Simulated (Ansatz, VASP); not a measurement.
C in VASP and in Ansatz

```
CELL_PARAMETERS angstrom
2.46572 0.00000 0.00000
-1.23286 2.13538 0.00000
0.00000 0.00000 17.50000
ATOMIC_POSITIONS crystal
C 0.33333 0.66667 0.25714
C 0.66667 0.33333 0.25714
C 0.33333 0.16667 0.46057
C 0.66667 0.83333 0.46057
```

Alike in both runs: task single point; functional PBE; dispersion D3(BJ); k mesh 15 × 15 × 1; occupations gaussian, width 0.1 eV; no spin polarisation.

|  | VASP | Ansatz |
| --- | --- | --- |
| version | VASP 6.6.1 | Ansatz 0.2.0 |
| potentials or method | VASP PAW PBE potentials, release 64 (C), cutoff 520 eV | scalar-relativistic, plane waves, PAW |
| valence electrons in the cell | 16 | 16 |

|  | VASP | Ansatz | Ansatz less VASP |
| --- | --- | --- | --- |
| gap on the k mesh at the Fermi level (eV) | 0.16 | 0.16 | 0.000 |
| least direct gap on the mesh (eV) | 0.16 | 0.16 | 0.000 |
| rms of the force components (eV/Å) | 0.009 | 0.009 | 0.0000 |

Atom by atom the forces differ by 0.000 eV/Å (rms over components).
